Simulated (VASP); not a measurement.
# Ta (Immm) in VASP: further runs

Ta is run at these levels: PBEsol; tasks: single point.

Program: VASP 6.6.1. These are calculated values, not measurements. Logs are shortened: lines on timing, memory, paths and dates and some standing lists are left out, and cuts for length are marked.

**1. The cell of the first run**

It takes space group Immm (No. 71, orthorhombic). The conventional cell has a = 3.253 Å, b = 3.303 Å, c = 3.352 Å, α = 90.00°, β = 90.00°, γ = 90.00°. Within 3.8 Å of Ta (site symmetry mmm) lie 14 Ta at 2.86 to 3.35 Å.

**2. Single point, PBEsol (strain +0.0150 x Voigt [1, -1, 0, 0, 0, 0])**

INCAR

```
SYSTEM = Ta
PREC     = Accurate       ! precision mode
ENCUT    = 520            ! plane-wave cutoff, eV
EDIFF    = 1E-7           ! SCF threshold, eV
ISMEAR   = 0              ! smearing method
SIGMA    = 0.15           ! smearing width, eV
LREAL    = .False.        ! projectors in reciprocal space
LASPH    = .True.         ! aspherical terms in the spheres
NELM     = 80             ! most SCF steps
ALGO     = Fast           ! electronic algorithm
ISIF     = 2              ! what is computed and relaxed
LWAVE    = .False.        ! write WAVECAR
LCHARG   = .True.         ! write CHGCAR
GGA      = PS             ! functional
LELF     = .True.         ! ELF
LVHAR    = .True.       
NBANDS   = 12             ! bands
```

KPOINTS

```
regular mesh
0
Gamma
  20 20 20
  0 0 0
```

POSCAR

```
Ta
1.0
   -1.6760492000      1.6265108000      1.6512800000
    1.6760492000     -1.6265108000      1.6512800000
    1.6760492000      1.6265108000     -1.6512800000
Ta
1
Direct
    0.0000000000      0.0000000000      0.0000000000
```

Potentials or basis: VASP PAW PBE potentials, release 64 (Ta_pv).

Command:

```bash
$ cat potpaw_PBE.64/Ta_pv/POTCAR > POTCAR
$ mpirun -np 1 vasp_std > vasp.out
```

OUTCAR:

```text
SYSTEM = Ta
   PREC = Accurate
   ENCUT = 520
   EDIFF = 1E-7
   ISMEAR = 0
   LREAL = .False.
   LASPH = .True.
   NELM = 80
   ISIF = 2
   GGA = PS

 ion  position               nearest neighbor table
   1  0.000  0.000  0.000-

  LATTYP: Found a body centered orthorhombic cell.
 ALAT       =     3.2530216000
 B/A-ratio  =     1.0152284264
 C/A-ratio  =     1.0304568528

  Lattice vectors:

 A1 = (  -1.6760492000,  -1.6265108000,  -1.6512800000)
 A2 = (  -1.6760492000,   1.6265108000,   1.6512800000)
 A3 = (   1.6760492000,   1.6265108000,  -1.6512800000)

Analysis of symmetry for initial positions (statically):
=====================================================================
 Subroutine PRICEL returns:
 Original cell was already a primitive cell.

 Routine SETGRP: Setting up the symmetry group for a
 body centered orthorhombic supercell.

 Subroutine GETGRP returns: Found  8 space group operations
 (whereof  8 operations were pure point group operations)
 out of a pool of  8 trial point group operations.

The static configuration has the point symmetry D_2h.

Analysis of symmetry for dynamics (positions and initial velocities):
=====================================================================
 Subroutine PRICEL returns:
 Original cell was already a primitive cell.

 Routine SETGRP: Setting up the symmetry group for a
 body centered orthorhombic supercell.

 Subroutine GETGRP returns: Found  8 space group operations
 (whereof  8 operations were pure point group operations)
 out of a pool of  8 trial point group operations.

The dynamic configuration has the point symmetry D_2h.

 Subroutine INISYM returns: Found  8 space group operations
 (whereof  8 operations are pure point group operations),
 and found     1 'primitive' translations

----------------------------------------------------------------------------------------

                                     Primitive cell

  volume of cell :      18.0063

  direct lattice vectors                    reciprocal lattice vectors
    -1.676049200  1.626510800  1.651280000     0.000000000  0.307406505  0.302795407
     1.676049200 -1.626510800  1.651280000     0.298320598  0.000000000  0.302795407
     1.676049200  1.626510800 -1.651280000     0.298320598  0.307406505  0.000000000

  length of vectors
     2.860315357  2.860315357  2.860315357     0.431490229  0.425064981  0.428361925

  position of ions in fractional coordinates (direct lattice)
     0.000000000  0.000000000  0.000000000

  ion indices of the primitive-cell ions
   primitive index   ion index
                 1           1

----------------------------------------------------------------------------------------

 KPOINTS: regular mesh

Automatic generation of k-mesh.
 Grid dimensions read from file:
 generate k-points for:   20   20   20

 Generating k-lattice:

  Cartesian coordinates                     Fractional coordinates (reciprocal lattice)
     0.000000000  0.015370325  0.015139770     0.050000000  0.000000000  0.000000000
     0.014916030  0.000000000  0.015139770     0.000000000  0.050000000 -0.000000000
     0.014916030  0.015370325  0.000000000     0.000000000 -0.000000000  0.050000000

  Length of vectors
     0.021574511  0.021253249  0.021418096

  Shift w.r.t. Gamma in fractional coordinates (k-lattice)
     0.000000000  0.000000000  0.000000000

 Subroutine IBZKPT returns following result:
 ===========================================

 Found   1166 irreducible k-points:

 Following reciprocal coordinates:
            Coordinates               Weight
  0.000000  0.000000  0.000000      1.000000
  0.050000 -0.000000  0.000000      4.000000
  0.100000  0.000000 -0.000000      4.000000
  0.150000 -0.000000  0.000000      4.000000
  0.200000  0.000000 -0.000000      4.000000
  0.250000  0.000000  0.000000      4.000000
[... 16 lines left out ...]
 -0.450000  0.050000  0.000000      8.000000
 -0.400000  0.050000 -0.000000      8.000000
 [... further k-points ...]
   k-points           NKPTS =   1166   k-points in BZ     NKDIM =   1166   number of bands    NBANDS=     12
   number of dos      NEDOS =    301   number of ions     NIONS =      1
   total plane-waves  NPLWV =  13824
   dimension x,y,z NGX =    24 NGY =   24 NGZ =   24
   dimension x,y,z NGXF=    48 NGYF=   48 NGZF=   48
   ions per type =               1
   NGX,Y,Z   is equivalent  to a cutoff of  13.95, 13.95, 13.95 a.u.
   NGXF,Y,Z  is equivalent  to a cutoff of  27.90, 27.90, 27.90 a.u.
 SYSTEM =  Ta
   PREC   = accura    normal or accurate (medium, high low for compatibility)
   ISTART =      0    job   : 0-new  1-cont  2-samecut
   ICHARG =      2    charge: 1-file 2-atom 10-const
   ISPIN  =      1    spin polarized calculation?
   LNONCOLLINEAR =      F non collinear calculations
   LSORBIT =      F    spin-orbit coupling
   LASPH  =      T    aspherical Exc in radial PAW
   ENCUT  =  520.0 eV  38.22 Ry    6.18 a.u.   5.32  5.32  5.32*2*pi/ulx,y,z
   NELM   =     80;   NELMIN=  2; NELMDL= -5     # of ELM steps
   EDIFF  = 0.1E-06   stopping-criterion for ELM
   LREAL  =      F    real-space projection
   EDIFFG = 0.1E-05   stopping-criterion for IOM
   NSW    =      0    number of steps for IOM
   IBRION =     -1    ionic relax: 0-MD 1-quasi-New 2-CG
   NFREE  =      0    steps in history (QN), initial steepest desc. (CG)
   ISIF   =      2    stress and relaxation
   ISYM   =      2    0-nonsym 1-usesym 2-fastsym
   POTIM  = 0.5000    time-step for ionic-motion
   TEBEG  =    0.0;   TEEND  =   0.0 temperature during run
   PSTRESS=    0.0 pullay stress
   NELECT =      11.0000    total number of electrons
   NUPDOWN=      -1.0000    fix difference up-down
   EMIN   =  10.00;   EMAX   =-10.00  energy-range for DOS
   EFERMI =   0.00;   METHOD = LEGACY
   ISMEAR =     0;   SIGMA  =   0.15  broadening in eV -4-tet -1-fermi 0-gaus
   EFERMI_NEDOS =   21; number of points for ismear=-14 and -15
   IALGO  =     68    algorithm
   IMIX   =      4    mixing-type and parameters
     AMIX     =   0.40;   BMIX     =  1.00
     AMIX_MAG =   1.60;   BMIX_MAG =  1.00
  volume/ion in A,a.u.               =      18.01       121.51
  Fermi-wavevector in a.u.,A,eV,Ry     =   1.389092  2.625003 26.253472  1.929576
  Thomas-Fermi vector in A             =   2.513155
   LORBIT       =      0    0 simple, 1 ext, 2 COOP (PROOUT), +10 PAW based schemes
   GGA     = PS    functional components
   LHFCALC =     F    Hartree Fock is set to
   AEXX    =    0.0000 exact exchange contribution
   IVDW    =     0    specifies the selected vdW correction
   LEPSILON=     F    determine dielectric tensor
   LRPA    =     F    only Hartree local field effects (RPA)
 non-spin polarized calculation
 RMM-DIIS sequential band-by-band and
 Gauss-broadening in eV      SIGMA  =   0.15
  energy-cutoff  :      520.00
  volume of cell :       18.01
 maximum number of plane-waves:       500
 NGX is ok and might be reduce to    24
   NGX = 11   NGY = 11   NGZ = 11

 number of electron      11.0000001 magnetization

 Free energy of the ion-electron system (eV)
  ---------------------------------------------------
  ext. energy  EPLUGINS =         0.00000000
  ---------------------------------------------------
  free energy    TOTEN  =       -12.55212396 eV

  energy without entropy =      -12.53742745  energy(sigma->0) =      -12.54477571

 E-fermi :   5.3140     XC(G=0): -12.7300

 val. band max:        5.3121725235   @ k =   0.3500   0.2000   0.0000
 cond. band min:       5.3142526225   @ k =  -0.2000   0.1000   0.0000
 fundamental gap:      0.0020800990
 Fermi energy:         5.3139843315

 k-point     1 :       0.0000    0.0000    0.0000
  band No.  band energies     occupation
      1     -27.7064      2.00000
      2     -27.7035      2.00000
      3     -27.6990      2.00000
      4      -2.6069      2.00000
      5       5.8569      0.00000
      6       6.0536      0.00000
      7       6.2364      0.00000
      8       9.0798      0.00000
      9       9.5327      0.00000
     10      20.1047      0.00000
     11      20.3677      0.00000
     12      20.6488      0.00000

 k-point     2 :       0.0500   -0.0000    0.0000
  band No.  band energies     occupation
      1     -27.7329      2.00000
      2     -27.7165      2.00000
      3     -27.7017      2.00000
      4      -2.4925      2.00000
      5       5.8378      0.00000
      6       6.1059      0.00000
      7       6.2103      0.00000
      8       9.0762      0.00000
      9       9.4179      0.00000
     10      20.3080      0.00000
     11      20.5431      0.00000
     12      20.8781      0.00000

 k-point     3 :       0.1000    0.0000   -0.0000
  band No.  band energies     occupation
      1     -27.8233      2.00000
      2     -27.7455      2.00000
      3     -27.7034      2.00000
      4      -2.1586      2.00000
      5       5.6502      0.00152
      6       6.1092      0.00000
      7       6.4065      0.00000
      8       9.0190      0.00000
      9       9.2225      0.00000
     10      20.8598      0.00000
     11      20.9005      0.00000
     12      21.6204      0.00000
[... 286 lines left out ...]
 k-point    23 :      -0.4500    0.0500    0.0000
  band No.  band energies     occupation
      1     -28.8129      2.00000
      2     -28.0881      2.00000
      3     -27.7352      2.00000
      4       1.0148      2.00000
      5       3.7002      2.00000
      6       6.3133      0.00000
      7       9.4190      0.00000
      8      10.3209      0.00000
      9      12.4993      0.00000
     10      17.6203      0.00000
     11      17.8723      0.00000
     12      20.0031      0.00000

 k-point    24 :      -0.4000    0.0500   -0.0000
  band No.  band energies     occupation
      1     -28.7155      2.00000
      2     -28.0510      2.00000
      3     -27.7332      2.00000
      4       0.9308      2.00000
      5       3.8721      2.00000
      6       5.6790      0.00058
      7       9.3143      0.00000
      8      10.1341      0.00000
      9      11.4650      0.00000
     10      18.4080      0.00000
     11      18.8696      0.00000
     12      20.0162      0.00000

 [... further k-points ...]

------------------------ aborting loop because EDIFF is reached ----------------------------------------

  FORCE on cell =-STRESS in cart. coord.  units (eV):
  Direction    XX          YY          ZZ          XY          YZ          ZX
  --------------------------------------------------------------------------------------
  -------------------------------------------------------------------------------------
  Total       -0.5966592     -0.1970556     -0.3989756      0.0000000     -0.0000000      0.0000000
  in kB      -53.0899696    -17.5337584    -35.5003410      0.0000000     -0.0000000      0.0000000
  external PRESSURE =     -35.3746897 kB  Pullay stress =       0.0000000 kB

 VOLUME and BASIS-vectors are now :
 -----------------------------------------------------------------------------
  energy-cutoff  :      520.00
  volume of cell :       18.01
      direct lattice vectors                 reciprocal lattice vectors
    -1.676049200  1.626510800  1.651280000     0.000000000  0.307406505  0.302795407
     1.676049200 -1.626510800  1.651280000     0.298320598  0.000000000  0.302795407
     1.676049200  1.626510800 -1.651280000     0.298320598  0.307406505  0.000000000

 POSITION                                       TOTAL-FORCE (eV/Angst)
 -----------------------------------------------------------------------------------
      0.00000      0.00000      0.00000        -0.000000      0.000000      0.000000
 -----------------------------------------------------------------------------------
    total drift:                                0.000000      0.000000     -0.000000

  FREE ENERGIE OF THE ION-ELECTRON SYSTEM (eV)
  ---------------------------------------------------
  free  energy   TOTEN  =       -12.5521239637 eV

  energy  without entropy=      -12.5374274540  energy(sigma->0) =      -12.54477571
```

Wall time 2.3 min (1 thread of Intel Xeon Platinum 8488C (Sapphire Rapids), shared host); peak memory 0.35 GiB.

Results:

```yaml
Free_energy: -12.5521 eV
Pressure: -3.5 GPa
Band_gap_on_the_k_mesh: zero (an odd number of electrons rules out a gap without spin polarisation)
```

Caveat: the cell differs from its parent crystal (strain +0.0150 x Voigt [1, -1, 0, 0, 0, 0]); the cell stands under tension; the PAW data sets were made with another functional, which shifts forces and pressure a little; spin-orbit coupling is left out, which moves the levels of the heavy elements.

**3. Single point, PBEsol (strain +0.0050 x Voigt [1, -1, 0, 0, 0, 0])**

INCAR

```
PREC = Accurate
ENCUT = 520
EDIFF = 1E-7
ISMEAR = 0
SIGMA = 0.15
LREAL = F
LASPH = T
NELM = 80
ALGO = Fast
ISIF = 2
LWAVE = F
LCHARG = T
GGA = PS
LELF = T
LVHAR = T
NBANDS = 12
```

KPOINTS

```
Automatic mesh
0
Gamma
  20 20 20
```

POSCAR

```
Ta
1.0
   -1.6595364000      1.6430236000      1.6512800000
    1.6595364000     -1.6430236000      1.6512800000
    1.6595364000      1.6430236000     -1.6512800000
Ta
1
Direct
    0.0000000000      0.0000000000      0.0000000000
```

Potentials or basis: VASP PAW PBE potentials, release 64 (Ta_pv).

Command:

```bash
$ cat potpaw_PBE.64/Ta_pv/POTCAR > POTCAR
$ mpirun -np 1 vasp_std > vasp.out
```

Wall time 1.9 min (1 thread of Intel Xeon Platinum 8488C (Sapphire Rapids), shared host); peak memory 0.34 GiB.

Results (log left out):

* Free energy: -12.5548 eV
* Pressure: -3.6 GPa
* Band gap on the k mesh: zero (an odd number of electrons rules out a gap without spin polarisation)

Stress tensor (GPa, compression positive):
```
-4.25  0.00  0.00
 0.00 -3.01  0.00
 0.00  0.00 -3.63
```

Levels at points of the mesh, in eV from the Fermi level:
```csv
k point,band 2,band 3,band 4,band 5,band 6,band 7,band 8,band 9,band 10,band 11
"(0.00, 0.00, 0.00)",-33.01,-33.01,-7.92,0.67,0.73,0.80,3.93,4.08,14.97,15.06
"(0.50, 0.00, 0.00)",-33.40,-33.03,-4.37,-1.61,1.66,3.96,4.96,7.83,11.75,11.95
"(0.00, 0.50, 0.00)",-33.39,-33.02,-4.38,-1.48,1.59,3.79,4.87,7.80,11.69,12.01
"(0.50, 0.50, 0.00)",-33.40,-33.02,-4.38,-1.54,1.63,3.87,4.92,7.82,11.72,11.98
"(0.50, 0.50, 0.50)",-33.84,-33.82,-3.81,-3.79,6.83,6.85,6.88,8.55,8.67,8.80
```

Caveat: the cell differs from its parent crystal (strain +0.0050 x Voigt [1, -1, 0, 0, 0, 0]); the cell stands under tension; the PAW data sets were made with another functional, which shifts forces and pressure a little; spin-orbit coupling is left out, which moves the levels of the heavy elements.
